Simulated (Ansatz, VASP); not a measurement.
# HgTe: VASP beside Ansatz

```xyz
2
Lattice="0.0000 3.3265 3.3265 3.3265 0.0000 3.3265 3.3265 3.3265 0.0000" Properties=species:S:1:pos:R:3 pbc="T T T"
Hg    0.0000    0.0000    0.0000
Te    4.9897    4.9897    4.9897
```

Alike in both runs: functional PBE; k mesh 12 × 12 × 12; occupations fermi-dirac, width 0.15 eV; no spin polarisation.

Ansatz relaxed the structure, and its values are those at the end. VASP's run is a single point on that final structure, the one shown.

|  | VASP | Ansatz |
| --- | --- | --- |
| version | VASP 6.6.1 | Ansatz 0.2.0 |
| potentials or method | VASP PAW PBE potentials, release 64 (Hg, Te), cutoff 520 eV | scalar-relativistic, plane waves, PAW |
| valence electrons in the cell | 18 | 36 |

|  | VASP | Ansatz | Ansatz less VASP |
| --- | --- | --- | --- |
| gap on the k mesh at the Fermi level (eV) | none | none | - |
| pressure (GPa) | 0.0 | 0.0 | -0.05 |

A gap of «none» marks a metal or a gap that the smearing closes. VASP's potentials hold 18 valence electrons a cell and Ansatz's 36, so a difference there can come from the potentials and not from the codes.

Neither program's run includes spin-orbit coupling.
